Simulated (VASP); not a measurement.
Crystal: PbI2.

```
CELL_PARAMETERS angstrom
4.56408 0.00000 0.00000
-2.28204 3.95261 0.00000
0.00000 0.00000 7.04751
ATOMIC_POSITIONS crystal
Pb 0.00000 0.00000 0.00000
I 0.33333 0.66667 0.26671
I 0.66667 0.33333 0.73329
```

Base run:

```yaml
Program: VASP 6.6.1
Functional: r2SCAN
Potentials_or_basis: VASP PAW PBE potentials, release 64 (Pb_d, I)
Cutoff: 550 eV
k_mesh: 6 × 6 × 4
Occupations: gaussian, width 0.01 eV
Spin: no spin polarisation
```

Its results: band gap on the k mesh 2.62 eV; pressure 0.7 GPa; largest force 0.004 eV/Å.

The run is repeated on the same cell with these changes: functional from r2SCAN to PBE; cutoff from 550 eV to 500 eV; occupations from gaussian, width 0.01 eV to fermi-dirac, width 0.02 eV. What comes out?

Band gap on the k mesh 2.23 eV; pressure 1.2 GPa; largest force 0.046 eV/Å.

Caveats: spin-orbit coupling is left out, which moves the levels of the heavy elements; the PAW data sets were made with another functional, which shifts forces and pressure a little (at least some runs); this functional lacks dispersion, which binds layers or chains, so the pressure and a relaxed spacing across them are unreliable (at least some runs).

A k mesh can miss the band edges.
